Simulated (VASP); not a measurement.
Write the native input for VASP 6.6.1 that does the following.

```yaml
Task: single point
Functional: PBEsol
Potentials_or_basis: VASP PAW PBE potentials, release 64 (K_sv, Br)
Cutoff: 520 eV
k_mesh: 6 × 6 × 6
Occupations: gaussian, width 0.05 eV
Spin: no spin polarisation
Dipole_correction: no
Further_INCAR_settings: ALGO = Normal; EDIFF = 1e-07; NBANDS = 15
```

The structure of KBr lies in POSCAR:

```
KBr
1.0
    4.2791030442      1.0697757610      1.0697757610
    1.0697757610      4.2791030442      1.0697757610
    1.0697757610      1.0697757610      4.2791030442
K Br
1 1
Direct
    0.0000000000      0.0000000000      0.0000000000
    0.5000000000      0.5000000000      0.5000000000
```

This cell differs from its parent crystal: ratio of the length along [111] to the lengths across it x 2.0, volume and fractional coordinates fixed.

One way to write it, as run:

INCAR

```
SYSTEM = KBr
PREC = Accurate
ENCUT = 520
EDIFF = 1E-7
ISMEAR = 0
SIGMA = 0.05
LREAL = .FALSE.
LASPH = .TRUE.
NELM = 60
ALGO = Normal
ISIF = 2
LWAVE = .FALSE.
LCHARG = .FALSE.
GGA = PS
NBANDS = 15
```

KPOINTS

```
Automatic mesh
0
G
  6 6 6
  0 0 0
```

Potentials or basis: VASP PAW PBE potentials, release 64 (K_sv, Br).

Run with:

```sh
$ cat potpaw_PBE.64/K_sv/POTCAR potpaw_PBE.64/Br/POTCAR > POTCAR
$ mpirun -np 1 vasp_std > vasp.out
```

It gave:

```json
{
 "Pressure": "1.2 GPa",
 "Band gap on the k mesh": "4.49 eV"
}
```

Caveat: the PAW data sets were made with another functional, which shifts forces and pressure a little.

It took 29 s on 1 thread of Intel Xeon 8259CL, on a shared host, peak memory 0.2 GiB.
